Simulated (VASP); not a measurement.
# AgBr (Fm-3m) in VASP: notebook, part 2 of 2

VASP 6.6.1. The steps go on from the part before.

**4. Elastic constants, PBEsol**

This run uses another cell than the first one, of 20.63 Å³/atom.

Contents of INCAR:

```
SYSTEM = AgBr
  ALGO = Normal
  EDIFF = 1E-8
  ENCUT = 500
  GGA = PS
  GGA_COMPAT = .FALSE.
  IBRION = 6
  ISIF = 3
  ISMEAR = 0
  LASPH = .TRUE.
  LCHARG = .FALSE.
  LREAL = .FALSE.
  LWAVE = .FALSE.
  NELM = 120
  NFREE = 2
  NSW = 1
  POTIM = 0.015
  PREC = Accurate
  SIGMA = 0.01
```

Contents of KPOINTS:

```
k-points
0
G
  8 8 8
  0 0 0
```

Contents of POSCAR:

```
AgBr
1.0
    0.0000000000      2.7427185138      2.7427185138
    2.7427185138      0.0000000000      2.7427185138
    2.7427185138      2.7427185138      0.0000000000
Ag Br
1 1
Direct
    0.0000000000      0.0000000000      0.0000000000
    0.5000000000      0.5000000000      0.5000000000
```

Potentials or basis: VASP PAW PBE potentials, release 64 (Ag, Br).

The run is started by

```bash
> cat potpaw_PBE.64/Ag/POTCAR potpaw_PBE.64/Br/POTCAR > POTCAR
> mpirun -np 1 vasp_std > vasp.out
```

OUTCAR:

```text
SYSTEM = AgBr
   EDIFF = 1E-8
   ENCUT = 500
   GGA = PS
   IBRION = 6
   ISIF = 3
   ISMEAR = 0
   LASPH = .TRUE.
   LREAL = .FALSE.
   NELM = 120
   NFREE = 2
   NSW = 1
   POTIM = 0.015
   PREC = Accurate

 ion  position               nearest neighbor table
   1  0.000  0.000  0.000-   2 2.74   2 2.74   2 2.74   2 2.74   2 2.74   2 2.74
   2  0.500  0.500  0.500-   1 2.74   1 2.74   1 2.74   1 2.74   1 2.74   1 2.74

  LATTYP: Found a face centered cubic cell.
 ALAT       =     5.4854370276

  Lattice vectors:

 A1 = (   0.0000000000,   2.7427185138,   2.7427185138)
 A2 = (   2.7427185138,   0.0000000000,   2.7427185138)
 A3 = (   2.7427185138,   2.7427185138,   0.0000000000)

Analysis of symmetry for initial positions (statically):
=====================================================================
 Subroutine PRICEL returns:
 Original cell was already a primitive cell.

 Routine SETGRP: Setting up the symmetry group for a
 face centered cubic supercell.

 Subroutine GETGRP returns: Found 48 space group operations
 (whereof 48 operations were pure point group operations)
 out of a pool of 48 trial point group operations.

The static configuration has the point symmetry O_h .

Analysis of symmetry for dynamics (positions and initial velocities):
=====================================================================
 Subroutine PRICEL returns:
 Original cell was already a primitive cell.

 Routine SETGRP: Setting up the symmetry group for a
 face centered cubic supercell.

 Subroutine GETGRP returns: Found 48 space group operations
 (whereof 48 operations were pure point group operations)
 out of a pool of 48 trial point group operations.

The dynamic configuration has the point symmetry O_h .

 Subroutine INISYM returns: Found 48 space group operations
 (whereof 48 operations are pure point group operations),
 and found     1 'primitive' translations

----------------------------------------------------------------------------------------

                                     Primitive cell

  volume of cell :      41.2642

  direct lattice vectors                    reciprocal lattice vectors
     0.000000000  2.742718514  2.742718514    -0.182300880  0.182300880  0.182300880
     2.742718514  0.000000000  2.742718514     0.182300880 -0.182300880  0.182300880
     2.742718514  2.742718514  0.000000000     0.182300880  0.182300880 -0.182300880

  length of vectors
     3.878789720  3.878789720  3.878789720     0.315754387  0.315754387  0.315754387

[... 238 lines left out ...]

 number of electron      17.9999999 magnetization

------------------------ aborting loop because EDIFF is reached ----------------------------------------
[... 67 lines left out ...]
--------------------------------------- Ionic step       17  -------------------------------------------

 number of electron      17.9999997 magnetization

 Free energy of the ion-electron system (eV)
  ---------------------------------------------------
  ext. energy  EPLUGINS =         0.00000000
  ---------------------------------------------------
  free energy    TOTEN  =        -5.61169088 eV

  energy without entropy =       -5.61169088  energy(sigma->0) =       -5.61169088

 E-fermi :   5.4205     XC(G=0): -10.7906

 val. band max:        5.3111468499   @ k =   0.5000   0.0000   0.0000
 cond. band min:       5.8335512355   @ k =   0.0000   0.0000   0.0000
 fundamental gap:      0.5224043857
 Fermi energy:         5.4204898158

 k-point     1 :       0.0000    0.0000    0.0000
  band No.  band energies     occupation
      1     -10.7853      2.00000
      2       1.7973      2.00000
      3       1.7973      2.00000
      4       1.7989      2.00000
      5       1.8002      2.00000
      6       1.8047      2.00000
      7       2.8405      2.00000
      8       2.8405      2.00000
      9       2.8432      2.00000
     10       5.8336      0.00000
     11      15.0782      0.00000
     12      15.0793      0.00000
     13      15.0793      0.00000
[... 354 lines left out ...]
  band No.  band energies     occupation
      1     -10.0670      2.00000
      2      -0.7660      2.00000
      3       0.1899      2.00000
      4       0.2679      2.00000
      5       2.1750      2.00000
      6       2.2458      2.00000
      7       2.5924      2.00000
      8       3.7980      2.00000
      9       4.4687      2.00000
     10       9.8512      0.00000
     11      10.1776      0.00000
     12      13.0150      0.00000
     13      13.2958      0.00000

 [... further k-points ...]
[... 5 lines left out ...]
  --------------------------------------------------------------------------------------
  -------------------------------------------------------------------------------------
  Total        1.7942928      1.7888466      1.7888466     -0.0000000      0.0000000      0.0000000
  in kB       69.6674925     69.4560334     69.4560334     -0.0000000      0.0000000      0.0000000
  external PRESSURE =      69.5265197 kB  Pullay stress =       0.0000000 kB
[... 17 lines left out ...]
  FREE ENERGIE OF THE ION-ELECTRON SYSTEM (eV)
  ---------------------------------------------------
  free  energy   TOTEN  =        -5.6116908822 eV

  energy  without entropy=       -5.6116908822  energy(sigma->0) =       -5.61169088

 INTERNAL STRAIN TENSORS FROM STRAINED CELLS
 ============================================

 INTERNAL STRAIN TENSOR FOR ION    1 for displacements in x,y,z  (eV/Angst):
          X           Y           Z          XY          YZ          ZX
  --------------------------------------------------------------------------------
  x     0.00000     0.00000    -0.00000     0.00000     0.00000    -0.00000
  y    -0.00000     0.00000     0.00000     0.00000    -0.00000     0.00000
  z     0.00000     0.00000    -0.00000     0.00000    -0.00000     0.00000

 INTERNAL STRAIN TENSORS FROM DISPLACED ATOMS
 ============================================

 INTERNAL STRAIN TENSOR FOR ION    1 for displacements in x,y,z  (eV/Angst):
          X           Y           Z          XY          YZ          ZX
  --------------------------------------------------------------------------------
  x     0.00000     0.00000     0.00000     0.00000     0.00000     0.00000
  y     0.00000     0.00000     0.00000     0.00000     0.00000     0.00000
  z     0.00000     0.00000     0.00000     0.00000     0.00000     0.00000

 INTERNAL STRAIN TENSOR FOR ION    2 for displacements in x,y,z  (eV/Angst):
          X           Y           Z          XY          YZ          ZX
  --------------------------------------------------------------------------------
  x     0.00000     0.00000     0.00000     0.00000     0.00000     0.00000
  y     0.00000     0.00000     0.00000     0.00000     0.00000     0.00000
  z     0.00000     0.00000     0.00000     0.00000     0.00000     0.00000

 Eigenvectors and eigenvalues of the dynamical matrix
 ----------------------------------------------------

   1 f  =    3.690537 THz    23.188331 2PiTHz  123.103078 cm-1    15.262830 meV
             X         Y         Z           dx          dy          dz
      0.000000  0.000000  0.000000    -0.651870    0.000000    0.000000
      2.742719  2.742719  2.742719     0.758331   -0.000000    0.000000
[... 21 lines left out ...]
   6 f/i=    0.002251 THz     0.014145 2PiTHz    0.075094 cm-1     0.009310 meV
             X         Y         Z           dx          dy          dz
      0.000000  0.000000  0.000000     0.634582   -0.294709    0.292435
      2.742719  2.742719  2.742719     0.545494   -0.253335    0.251380

--------------------------------------------------------------------------------------------------------

 ELASTIC MODULI CONTR FROM IONIC RELAXATION (kBar)
 Direction    XX          YY          ZZ          XY          YZ          ZX
 --------------------------------------------------------------------------------
 XX           0.0000      0.0000      0.0000      0.0000      0.0000      0.0000
 YY           0.0000      0.0000      0.0000      0.0000      0.0000      0.0000
 ZZ           0.0000      0.0000      0.0000      0.0000      0.0000      0.0000
 XY           0.0000      0.0000      0.0000      0.0000      0.0000      0.0000
 YZ           0.0000      0.0000      0.0000      0.0000      0.0000      0.0000
 ZX           0.0000      0.0000      0.0000      0.0000      0.0000      0.0000
 --------------------------------------------------------------------------------

 TOTAL ELASTIC MODULI (kBar)
 Direction    XX          YY          ZZ          XY          YZ          ZX
 --------------------------------------------------------------------------------
 XX        1376.4823    516.9822    516.9822     -0.0000      0.0000     -0.0000
 YY         516.9822   1376.4823    516.9822     -0.0000      0.0000      0.0000
 ZZ         516.9822    516.9822   1376.4823      0.0000     -0.0000      0.0000
 XY          -0.0000     -0.0000      0.0000     32.9464      0.0000      0.0000
 YZ           0.0000      0.0000     -0.0000      0.0000     32.9464      0.0000
 ZX          -0.0000      0.0000      0.0000      0.0000      0.0000     32.9464
 --------------------------------------------------------------------------------
```

OSZICAR:

```text
N       E                     dE             d eps       ncg     rms          rms(c)
DAV:   1     0.101611705253E+03    0.10161E+03   -0.85342E+03   754   0.121E+03
DAV:   2    -0.196048824150E+01   -0.10357E+03   -0.98262E+02   879   0.253E+02
DAV:   3    -0.572451549020E+01   -0.37640E+01   -0.37491E+01   899   0.513E+01
[... 204 lines left out ...]
DAV:   4    -0.561168998484E+01    0.13557E-04   -0.55260E-05  1639   0.538E-02    0.128E-02
DAV:   5    -0.561169086300E+01   -0.87816E-06   -0.88515E-06  1594   0.189E-02    0.393E-03
DAV:   6    -0.561169090929E+01   -0.46294E-07   -0.19799E-07  1784   0.404E-03    0.130E-03
DAV:   7    -0.561169088082E+01    0.28472E-07   -0.84490E-08  1604   0.231E-03    0.759E-04
DAV:   8    -0.561169088221E+01   -0.13965E-08   -0.93097E-09   976   0.701E-04
  17 F= -.56116909E+01 E0= -.56116909E+01  d E =-.898544E-56
```

Wall time 7.9 min (1 thread of Intel Xeon Platinum 8488C (Sapphire Rapids), shared host); peak memory 0.28 GiB.

Results:

```yaml
Elastic_constants_C11_C12_C44: 138, 52, 3 GPa
Voigt_bulk_modulus: 80 GPa
Highest_phonon_frequency_at_Γ_LO-TO_splitting_left_out: 123 cm⁻¹
```

Phonon frequencies in cm⁻¹ (negative: imaginary):
| q point | frequencies |
| --- | --- |
| (0.000, 0.000, 0.000) | 0 0 0 123 123 123 |

Elastic tensor in Voigt notation (GPa, in the Cartesian axes of the cell as first typed):
```
138  52  52   0   0   0
 52 138  52   0   0   0
 52  52 138   0   0   0
  0   0   0   3   0   0
  0   0   0   0   3   0
  0   0   0   0   0   3
```

Clamped-ion elastic tensor (GPa):
```
138  52  52   0   0   0
 52 138  52   0   0   0
 52  52 138   0   0   0
  0   0   0   3   0   0
  0   0   0   0   3   0
  0   0   0   0   0   3
```

Caveat: the cell is under stress, which shifts elastic constants; the PAW data sets were made with another functional, which shifts forces and pressure a little.
